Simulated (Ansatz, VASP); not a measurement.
Two plane-wave programs on BF

```
CELL_PARAMETERS angstrom
1.59075 -1.59078 0.00328
1.59075 1.59078 0.00328
-0.25656 0.00000 9.41213
ATOMIC_POSITIONS crystal
B 0.99178 0.50496 0.93189
B 0.50496 0.99178 0.43189
F 0.49681 0.48345 0.32181
F 0.48345 0.49681 0.82181
```

Change from the starting cell: species swapped into the CuO type (Cc, No. 9).

Alike in both runs: functional PBE; k mesh 12 × 12 × 4; occupations gaussian, width 0.02 eV; no spin polarisation.

Ansatz relaxed the structure, and its values are those at the end. VASP's run is a single point on that final structure, the one shown.

|  | VASP | Ansatz |
| --- | --- | --- |
| version | VASP 6.6.1 | Ansatz 0.2.0 |
| potentials or method | VASP PAW PBE potentials, release 64 (B, F), cutoff 520 eV | scalar-relativistic, plane waves, PAW |
| valence electrons in the cell | 20 | 20 |

```tsv
	VASP	Ansatz	Ansatz less VASP
gap on the k mesh at the Fermi level (eV)	0.81	0.81	+0.001
least direct gap on the mesh (eV)	1.30	1.30	+0.007
pressure (GPa)	0.4	0.0	-0.43
rms of the force components (eV/Å)	0.067	0.001	-0.0657
```
